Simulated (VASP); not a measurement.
Set up this calculation in VASP 6.6.1, as the native input.

| Item | Value |
| --- | --- |
| Task | relaxation of cell and atoms |
| Functional | PBE |
| Potentials or basis | VASP PAW PBE potentials, release 64 (Sn_d, O) |
| Cutoff | 600 eV |
| k mesh | 13 × 13 × 7 |
| Occupations | fermi-dirac, width 0.08 eV |
| Spin | no spin polarisation |
| Dipole correction | no |
| Further INCAR settings | ALGO = Normal; EDIFF = 1e-06; IBRION = 2; EDIFFG = -0.005; NSW = 100; ISIF = 3 |

The structure of SnO2 (CdI2 type) lies in POSCAR:

```
SnO2
1.0
    2.8956493389      0.0000000000      0.0000000000
   -1.4478246694      2.5077058879      0.0000000000
    0.0000000000      0.0000000000      4.6330389422
Sn O
1 2
Direct
    0.0000000000      0.0000000000      0.0000000000
    0.3333333333      0.6666666667      0.2500000000
    0.6666666667      0.3333333333      0.7500000000
```

One way to write it, as run:

INCAR

```
ALGO = Normal ; EDIFF = 1E-6
EDIFFG = -0.005 ; ENCUT = 600
GGA = PE ; IBRION = 2
ISIF = 3 ; ISMEAR = -1
LASPH = T ; LCHARG = F
LREAL = F ; LWAVE = F
NELM = 80 ; NSW = 100
PREC = Accurate ; SIGMA = 0.08
```

KPOINTS

```
k-points
0
Gamma
  13 13 7
```

Potentials or basis: VASP PAW PBE potentials, release 64 (Sn_d, O).

The run is started by

```bash
$ cat potpaw_PBE.64/Sn_d/POTCAR potpaw_PBE.64/O/POTCAR > POTCAR
$ mpirun -np 1 vasp_std > vasp.out
```

It gave:

```
Relaxed volume                         : 15.45 Å³/atom
Relaxed cell                           : a = 3.232 Å, b = 3.232 Å, c = 5.123 Å, α = 90.00°, β = 90.00°, γ = 120.00°
Space group after relaxing (to 0.05 Å) : P-3m1 (No. 164)
Energy gained by relaxing              : 451.8 meV/atom
Ionic steps                            : 34
Pressure after relaxing                : 0.0 GPa
Largest force after relaxing           : 0.003 eV/Å
Band gap on the k mesh                 : 2.12 eV, indirect (least direct gap 2.33 eV)
```

Caveat: the volume moved by over 15 % at a fixed basis, so the end points are rough; spin-orbit coupling is left out, which moves the levels of the heavy elements.

It took 7 min on 1 thread of Intel(R) Xeon(R) 6975P-C (Granite Rapids), with other jobs on the host, peak memory 0.23 GiB.
